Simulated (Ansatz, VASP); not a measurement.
MgB: VASP beside Ansatz

```
Mg B
1.0
     2.61429    0.00000    0.00000
     0.00000    2.61429    0.00000
     0.00000    0.00000    3.63679
Mg B
1 1
Direct
  0.00000 0.00000 0.00000
  0.50000 0.50000 0.50000
```

Change from the starting cell: species swapped into the CoPt type (P4/mmm, No. 123).

Alike in both runs: task relaxation of cell and atoms; functional PBE; k mesh 22 × 22 × 16; occupations gaussian, width 0.1 eV; no spin polarisation.

```csv
,VASP,Ansatz
version,VASP 6.6.1,Ansatz 0.2.0
potentials or method,"VASP PAW PBE potentials, release 64 (Mg, B), cutoff 600 eV","scalar-relativistic, plane waves, PAW"
valence electrons in the cell,5,13
```

Ansatz gave:

```
gap on the k mesh at the Fermi level, each at its own relaxed structure (eV) : none
relaxed volume (Å³/atom)                                                     : 12.12
relaxed cell length with the largest relative difference (Å)                 : 2.899
```

Q: Estimate VASP's values.

A: gap on the k mesh at the Fermi level, each at its own relaxed structure (eV): none; relaxed volume (Å³/atom): 12.08; relaxed cell length with the largest relative difference (Å): 2.896.

A gap of «none» marks a metal or a gap that the smearing closes. VASP's potentials hold 5 valence electrons a cell and Ansatz's 13, so a difference there can come from the potentials and not from the codes.
